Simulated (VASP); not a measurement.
# BeRhS3 (Pm-3m) in VASP: notebook, part 2 of 2

VASP 6.6.1. The steps go on from the part before.

## Step 3: Relaxation of cell and atoms, PBE

This run uses another cell than the first one, of 19.72 Å³/atom.

Input file INCAR:

```
SYSTEM = BeRhS3
PREC = Accurate
ENCUT = 600
EDIFF = 1E-6
ISMEAR = 0
SIGMA = 0.1
LREAL = .False.
LASPH = .True.
NELM = 80
ALGO = Normal
ISIF = 3
LWAVE = .False.
LCHARG = .False.
GGA = PE
IBRION = 2
NSW = 100
EDIFFG = -0.01
```

Input file KPOINTS:

```
regular mesh
0
Gamma
  8 8 8
  0 0 0
```

Input file POSCAR:

```
BeRhS3
1.0
    4.6202067549      0.0000000000      0.0000000000
    0.0000000000      4.6202067549      0.0000000000
    0.0000000000      0.0000000000      4.6202067549
Be Rh S
1 1 3
Direct
    0.0000000000      0.0000000000      0.0000000000
    0.5000000000      0.5000000000      0.5000000000
    0.0000000000      0.5000000000      0.5000000000
    0.5000000000      0.0000000000      0.5000000000
    0.5000000000      0.5000000000      0.0000000000
```

Potentials or basis: VASP PAW PBE potentials, release 64 (Be, Rh_pv, S).

Launch:

```bash
$ cat potpaw_PBE.64/Be/POTCAR potpaw_PBE.64/Rh_pv/POTCAR potpaw_PBE.64/S/POTCAR > POTCAR
$ mpirun -np 1 vasp_std > vasp.out
```

OUTCAR:

```text
SYSTEM = BeRhS3
   PREC = Accurate
   ENCUT = 600
   EDIFF = 1E-6
   ISMEAR = 0
   LREAL = .False.
   LASPH = .True.
   NELM = 80
   ISIF = 3
   GGA = PE
   IBRION = 2
   NSW = 100
   EDIFFG = -0.01

 ion  position               nearest neighbor table
   1  0.000  0.000  0.000-
   2  0.500  0.500  0.500-   3 2.31   4 2.31   5 2.31   5 2.31   4 2.31   3 2.31
   3  0.000  0.500  0.500-   2 2.31   2 2.31
   4  0.500  0.000  0.500-   2 2.31   2 2.31
   5  0.500  0.500  0.000-   2 2.31   2 2.31

  LATTYP: Found a simple cubic cell.
 ALAT       =     4.6202067549

  Lattice vectors:

 A1 = (   4.6202067549,   0.0000000000,   0.0000000000)
 A2 = (   0.0000000000,   4.6202067549,   0.0000000000)
 A3 = (   0.0000000000,   0.0000000000,   4.6202067549)

Analysis of symmetry for initial positions (statically):
[... 264 lines left out ...]
  ---------------------------------------------------
  free energy    TOTEN  =       -19.26219222 eV

  energy without entropy =      -19.22181490  energy(sigma->0) =      -19.24200356

 E-fermi :   4.3287     XC(G=0):  -9.7335

 val. band max:        4.3084661201   @ k =   0.5000   0.3750   0.2500
 cond. band min:       4.3330640446   @ k =   0.1250   0.1250   0.0000
 fundamental gap:      0.0245979245
 Fermi energy:         4.3287216650

 k-point     1 :       0.0000    0.0000    0.0000
  band No.  band energies     occupation
      1     -42.4628      2.00000
      2     -42.4628      2.00000
      3     -42.4628      2.00000
      4      -9.5561      2.00000
      5      -7.8068      2.00000
      6      -7.8068      2.00000
[... 565 lines left out ...]
     20       5.3892      0.00000
     21       7.6210      0.00000

 [... further k-points ...]

------------------------ aborting loop because EDIFF is reached ----------------------------------------

  FORCE on cell =-STRESS in cart. coord.  units (eV):
  Direction    XX          YY          ZZ          XY          YZ          ZX
  --------------------------------------------------------------------------------------
  -------------------------------------------------------------------------------------
  Total        0.0012197      0.0012197      0.0012197      0.0000000     -0.0000000     -0.0000000
  in kB        0.0198715      0.0198715      0.0198715      0.0000000     -0.0000000     -0.0000000
  external PRESSURE =       0.0198715 kB  Pullay stress =       0.0000000 kB
[... 20 lines left out ...]
  FREE ENERGIE OF THE ION-ELECTRON SYSTEM (eV)
  ---------------------------------------------------
  free  energy   TOTEN  =       -19.2621922155 eV

  energy  without entropy=      -19.2218148974  energy(sigma->0) =      -19.24200356

 reached required accuracy - stopping structural energy minimisation
```

OSZICAR:

```text
N       E                     dE             d eps       ncg     rms          rms(c)
DAV:   1     0.243241563650E+03    0.24324E+03   -0.19972E+04  1710   0.168E+03
DAV:   2    -0.118324097483E+01   -0.24442E+03   -0.23747E+03  1721   0.340E+02
DAV:   3    -0.204520650715E+02   -0.19269E+02   -0.18376E+02  1922   0.887E+01
DAV:   4    -0.211387382110E+02   -0.68667E+00   -0.67713E+00  1661   0.156E+01
[... 26 lines left out ...]
DAV:   3    -0.192621908062E+02    0.34917E-02   -0.94725E-03  1630   0.102E+00    0.443E-02
DAV:   4    -0.192622002102E+02   -0.94039E-05   -0.38624E-04  1585   0.128E-01    0.214E-02
DAV:   5    -0.192621950542E+02    0.51560E-05   -0.17482E-05  1824   0.389E-02    0.120E-02
DAV:   6    -0.192621931477E+02    0.19064E-05   -0.16471E-06  1159   0.107E-02    0.527E-03
DAV:   7    -0.192621922155E+02    0.93226E-06   -0.66282E-07   865   0.538E-03
   3 F= -.19262192E+02 E0= -.19242004E+02  d E =-.205249E-03
```

Wall time 76 s (1 thread of Intel Xeon 6975P-C (Granite Rapids), shared host); peak memory 0.31 GiB.

What came out:

```
Free energy                           : -19.2622 eV
Relaxed volume                        : 19.67 Å³/atom
Relaxed cell                          : a = 4.616 Å, b = 4.616 Å, c = 4.616 Å, α = 90.00°, β = 90.00°, γ = 90.00°
Space group after relaxing (to 0.1 Å) : Pm-3m (No. 221)
Energy gained by relaxing             : 0.0 meV/atom
Ionic steps                           : 3
Pressure after relaxing               : 0.0 GPa
```

Step by step:
| step | energy change (eV) | largest force (eV/Å) | pressure (GPa) | volume (Å³) |
| --- | --- | --- | --- | --- |
| 1 | 0.0000 | 0.0000 | -0.23 | 98.62 |
| 2 | -0.0002 | 0.0000 | 0.12 | 98.22 |
| 3 | -0.0002 | 0.0000 | 0.00 | 98.34 |

Final structure:
```cif
data_structure
_symmetry_space_group_name_H-M 'P 1'
_symmetry_Int_Tables_number 1
_cell_length_a 4.6158
_cell_length_b 4.6158
_cell_length_c 4.6158
_cell_angle_alpha 90.000
_cell_angle_beta 90.000
_cell_angle_gamma 90.000
_cell_volume 98.34
loop_
_atom_site_label
_atom_site_type_symbol
_atom_site_fract_x
_atom_site_fract_y
_atom_site_fract_z
_atom_site_occupancy
Be1 Be 0.00000 0.00000 0.00000 1
Rh1 Rh 0.50000 0.50000 0.50000 1
S1 S 0.00000 0.50000 0.50000 1
S2 S 0.50000 0.00000 0.50000 1
S3 S 0.50000 0.50000 0.00000 1
```

Levels at points of the mesh, in eV from the Fermi level:
| k point | band 15 | band 16 | band 17 | band 18 | band 19 | band 20 | band 21 |
| --- | --- | --- | --- | --- | --- | --- | --- |
| (0.00, 0.00, 0.00) | -1.06 | -1.06 | -1.06 | -1.02 | -0.53 | -0.53 | -0.53 |
| (0.50, 0.00, 0.00) | -1.24 | -0.58 | -0.58 | 0.05 | 0.05 | 1.17 | 1.49 |
| (0.50, 0.50, 0.00) | -1.15 | -0.07 | 0.26 | 0.26 | 0.44 | 1.56 | 2.59 |
| (0.50, 0.50, 0.50) | -0.50 | -0.50 | 0.48 | 0.48 | 0.48 | 5.19 | 5.29 |

Caveat: the highest band is partly filled, so the run has too few bands.
